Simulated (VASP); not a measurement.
A run of VASP 6.6.1:

The input INCAR:

```
SYSTEM = Sc
  PREC = Accurate
  ENCUT = 520
  EDIFF = 1E-6
  ISMEAR = -1
  SIGMA = 0.05
  LREAL = .False.
  LASPH = .True.
  NELM = 80
  ALGO = Normal
  ISIF = 2
  LWAVE = .False.
  LCHARG = .False.
  GGA = PE
  NBANDS = 12
```

File KPOINTS:

```
regular mesh
0
Gamma
  16 16 16
  0 0 0
```

The input POSCAR:

```
Sc
1.0
   -1.7759114108      1.7759114108      1.7759114108
    1.7759114108     -1.7759114108      1.7759114108
    1.7759114108      1.7759114108     -1.7759114108
Sc
1
Direct
    0.0000000000      0.0000000000      0.0000000000
```

Potentials or basis: VASP PAW PBE potentials, release 64 (Sc_sv).

Launch:

```sh
$ cat potpaw_PBE.64/Sc_sv/POTCAR > POTCAR
$ mpirun -np 1 vasp_std > vasp.out
```

Hardware: 1 thread of Intel(R) Xeon(R) Platinum 8259CL CPU @ 2.50GHz (Skylake/Cascade Lake), with other jobs on the host.

Problem. How long does it take, and how much memory?

Solution. Run time: 20 s on 1 thread of Intel(R) Xeon(R) Platinum 8259CL CPU @ 2.50GHz (Skylake/Cascade Lake), on a shared host, peak memory 0.16 GiB. Counts: scf iterations 11, k points 145.
